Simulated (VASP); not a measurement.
# Ge in VASP: relaxation of the atoms with PBE+D3(BJ)

Aim: the relaxation of the atoms of Ge with PBE+D3(BJ).

All numbers are computed with VASP 6.6.1; they aren't measurements. Logs are shortened: lines on timing, memory, paths and dates and some standing lists are left out, and cuts for length are marked.

## 1. The cell of the first run

The cell holds a slab with vacuum, 4 atoms: a = 4.030 Å, b = 4.030 Å, c = 18.113 Å, α = 90.00°, β = 90.00°, γ = 120.00°.

## 2. Relaxation of the atoms, PBE+D3(BJ)

Input file INCAR:

```
ALGO     = Fast           # electronic algorithm
DIPOL    = 0.5 0.5 0.500
EDIFF    = 1E-6           # SCF threshold, eV
EDIFFG   = -0.03          # ionic threshold
ENCUT    = 520            # plane-wave cutoff, eV
GGA      = PE             # functional
IBRION   = 2              # ionic algorithm
IDIPOL   = 3            
ISIF     = 2              # what is computed and relaxed
ISMEAR   = 0              # smearing method
IVDW     = 12             # dispersion correction
LASPH    = True           # aspherical terms in the spheres
LCHARG   = False          # write CHGCAR
LDIPOL   = True         
LREAL    = False          # projectors in reciprocal space
LWAVE    = False          # write WAVECAR
NELM     = 100            # most SCF steps
NSW      = 70             # ionic steps
PREC     = Accurate       # precision mode
SIGMA    = 0.1            # smearing width, eV
```

Input file KPOINTS:

```
k-points
0
Gamma
  9 9 1
```

Input file POSCAR:

```
Ge
1.0
    4.0303587933      0.0000000000      0.0000000000
   -2.0151793967      3.4903931014      0.0000000000
    0.0000000000      0.0000000000     18.1134677183
Ge
4
Selective dynamics
Direct
    0.3333333333      0.6666666667      0.3864527825  F F F
    0.0000000000      0.0000000000      0.4318716695  F F F
    0.0000000000      0.0000000000      0.5681283305  T T T
    0.6666666667      0.3333333333      0.6135472175  T T T
```

Potentials or basis: VASP PAW PBE potentials, release 64 (Ge_d).

The run is started by

```bash
> cat potpaw_PBE.64/Ge_d/POTCAR > POTCAR
> mpirun -np 1 vasp_std > vasp.out
```

OUTCAR:

```text
EDIFF = 1E-6
   EDIFFG = -0.03
   ENCUT = 520
   GGA = PE
   IBRION = 2
   ISIF = 2
   ISMEAR = 0
   IVDW = 12
   LASPH = True
   LREAL = False
   NELM = 100
   NSW = 70
   PREC = Accurate
 IVDW          = 12

 ion  position               nearest neighbor table
   1  0.333  0.667  0.386-   2 2.47   2 2.47   2 2.47
   2  0.000  0.000  0.432-   3 2.47   1 2.47   1 2.47   1 2.47
   3  0.000  0.000  0.568-   2 2.47   4 2.47   4 2.47   4 2.47
   4  0.667  0.333  0.614-   3 2.47   3 2.47   3 2.47

  LATTYP: Found a hexagonal cell.
 ALAT       =     4.0303587933
 C/A-ratio  =     4.4942568757

  Lattice vectors:

 A1 = (   4.0303587933,   0.0000000000,   0.0000000000)
 A2 = (  -2.0151793967,   3.4903931014,   0.0000000000)
 A3 = (   0.0000000000,   0.0000000000,  18.1134677183)

Analysis of symmetry for initial positions (statically):
=====================================================================
 Subroutine PRICEL returns:
 Original cell was already a primitive cell.

 Routine SETGRP: Setting up the symmetry group for a
 hexagonal supercell.

 Subroutine GETGRP returns: Found 12 space group operations
 (whereof 12 operations were pure point group operations)
 out of a pool of 24 trial point group operations.

The static configuration has the point symmetry D_3d.

Analysis of symmetry for dynamics (positions and initial velocities):
=====================================================================
 Subroutine PRICEL returns:
 Original cell was already a primitive cell.

 Routine SETGRP: Setting up the symmetry group for a
 hexagonal supercell.

 Subroutine GETGRP returns: Found 12 space group operations
 (whereof 12 operations were pure point group operations)
 out of a pool of 24 trial point group operations.

The dynamic configuration has the point symmetry D_3d.

Analysis of constrained symmetry for selective dynamics:
=====================================================================
 Subroutine PRICEL returns:
 Original cell was already a primitive cell.

 Routine SETGRP: Setting up the symmetry group for a
 hexagonal supercell.

 Subroutine GETGRP returns: Found  6 space group operations
 (whereof  6 operations were pure point group operations)
 out of a pool of 24 trial point group operations.

[... 125 lines left out ...]
 Gauss-broadening in eV      SIGMA  =   0.10
  energy-cutoff  :      520.00
  volume of cell :      254.81
 maximum number of plane-waves:      6919
 NGX is ok and might be reduce to    30
   NGX = 15   NGY = 15   NGZ = 67

--------------------------------------- Ionic step        1  -------------------------------------------

 number of electron      56.0000028 magnetization

 Free energy of the ion-electron system (eV)
  ---------------------------------------------------
  ext. energy  EPLUGINS =         0.00000000
  ---------------------------------------------------
  free energy    TOTEN  =       -16.51758897 eV

  energy without entropy =      -16.51564335  energy(sigma->0) =      -16.51661616

------------------------ aborting loop because EDIFF is reached ----------------------------------------

 Edisp (eV)   -0.87406

 E8    (eV) :    -0.4098
[... 237 lines left out ...]
  FREE ENERGIE OF THE ION-ELECTRON SYSTEM (eV)
  ---------------------------------------------------
  free  energy   TOTEN  =       -17.4366066085 eV

  energy  without entropy=      -17.4340683837  energy(sigma->0) =      -17.43533750

 dipolmoment           0.000000      0.000000      0.000025 electrons x Angstroem

--------------------------------------- Ionic step        7  -------------------------------------------

 number of electron      56.0000020 magnetization

------------------------ aborting loop because EDIFF is reached ----------------------------------------
[... 39 lines left out ...]
 number of electron      56.0000022 magnetization

------------------------ aborting loop because EDIFF is reached ----------------------------------------

 vacuum level on the upper side and lower side of the slab       (xc-potential included)        -0.033         0.015

 Edisp (eV)   -0.85928

 E8    (eV) :    -0.4019

  FORCE on cell =-STRESS in cart. coord.  units (eV):
  Direction    XX          YY          ZZ          XY          YZ          ZX
  --------------------------------------------------------------------------------------
  -------------------------------------------------------------------------------------
  Total      -0.38042    -0.38042    -0.15756     0.00000     0.00000    -0.00000
  in kB      -2.39195    -2.39195    -0.99067     0.00000     0.00000    -0.00000
  external pressure =       -1.92 kB  Pullay stress =        0.00 kB
[... 25 lines left out ...]
--------------------------------------- Ionic step        9  -------------------------------------------

 number of electron      56.0000016 magnetization

 dipolmoment           0.000000      0.000000     -0.004751 electrons x Angstroem

 Free energy of the ion-electron system (eV)
  ---------------------------------------------------
  ext. energy  EPLUGINS =         0.00000000
  ---------------------------------------------------
  free energy    TOTEN  =       -16.58136340 eV

  energy without entropy =      -16.57890162  energy(sigma->0) =      -16.58013251

 E-fermi :  -1.3353     XC(G=0):  -4.3856

 val. band max:       -1.4212018457   @ k =   0.3333   0.3333   0.0000
 cond. band min:      -1.2796129429   @ k =   0.0000   0.0000   0.0000
 fundamental gap:      0.1415889028
 Fermi energy:        -1.3352517346

 k-point     1 :       0.0000    0.0000    0.0000
  band No.  band energies     occupation
      1     -25.7752      2.00000
      2     -25.7752      2.00000
      3     -25.7626      2.00000
      4     -25.7207      2.00000
      5     -25.7207      2.00000
      6     -25.6711      2.00000
[... 421 lines left out ...]
     32       2.9809      0.00000
     33       4.9946      0.00000

------------------------ aborting loop because EDIFF is reached ----------------------------------------

 vacuum level on the upper side and lower side of the slab       (xc-potential included)        -0.154        -0.115

 Edisp (eV)   -0.85855

 E8    (eV) :    -0.4015

  FORCE on cell =-STRESS in cart. coord.  units (eV):
  Direction    XX          YY          ZZ          XY          YZ          ZX
  --------------------------------------------------------------------------------------
  -------------------------------------------------------------------------------------
  Total      -0.34724    -0.34724    -0.22087     0.00000     0.00000     0.00000
  in kB      -2.18335    -2.18335    -1.38877     0.00000     0.00000     0.00000
  external pressure =       -1.92 kB  Pullay stress =        0.00 kB
[... 19 lines left out ...]
  FREE ENERGIE OF THE ION-ELECTRON SYSTEM (eV)
  ---------------------------------------------------
  free  energy   TOTEN  =       -17.4399097098 eV

  energy  without entropy=      -17.4374479251  energy(sigma->0) =      -17.43867882

 reached required accuracy - stopping structural energy minimisation

 vacuum level on the upper side and lower side of the slab         3.115         3.155
```

CONTCAR:

```text
Ge
   1.00000000000000
     4.0303587932999996    0.0000000000000000    0.0000000000000000
    -2.0151793966999998    3.4903931014000000    0.0000000000000000
     0.0000000000000000    0.0000000000000000   18.1134677183000008
  Ge
     4
Selective dynamics
Direct
     0.3333333332999970    0.6666666667000030    0.3864527825000010   F   F   F
     0.0000000000000000    0.0000000000000000    0.4318716694999978   F   F   F
     0.0000000000000000    0.0000000000000000    0.5767507985125693   T   T   T
     0.6666666667000030    0.3333333332999970    0.6188947904944795   T   T   T

  0.00000000E+00  0.00000000E+00  0.00000000E+00
  0.00000000E+00  0.00000000E+00  0.00000000E+00
  0.00000000E+00  0.00000000E+00  0.00000000E+00
  0.00000000E+00  0.00000000E+00  0.00000000E+00
```

Wall time 14 min (1 thread of Oxide Virtual Turin-like, shared host); peak memory 0.36 GiB.

Results:

```yaml
Free_energy: -17.4399 eV
Energy_gained_by_relaxing: 12.1 meV/atom
Ionic_steps: 9
Band_gap_on_the_k_mesh: zero (bands 28 and 29 overlap by 0.14 eV)
Dispersion_energy_per_atom: -0.215 eV
```

Step by step:
| step | energy change (eV) | largest force on free atoms (eV/Å) | pressure (GPa) |
| --- | --- | --- | --- |
| 1 | 0.0000 | 0.7746 | 0.09 |
| 2 | -0.0229 | 0.4408 | 0.08 |
| 3 | -0.0340 | 0.2312 | 0.08 |
| 4 | -0.0340 | 0.2474 | 0.08 |
| 5 | -0.0376 | 0.2022 | 0.03 |
| 6 | -0.0450 | 0.0911 | -0.07 |
| 7 | -0.0462 | 0.1311 | -0.26 |
| 8 | -0.0478 | 0.0728 | -0.19 |
| 9 | -0.0483 | 0.0049 | -0.19 |

Final structure:
```xyz
4
Lattice="4.0304 0.0000 0.0000 -2.0152 3.4904 0.0000 0.0000 0.0000 18.1135" Properties=species:S:1:pos:R:3 pbc="T T T"
Ge    0.0000    2.3269    7.0000
Ge    0.0000    0.0000    7.8227
Ge    0.0000    0.0000   10.4470
Ge    2.0152    1.1635   11.2103
```
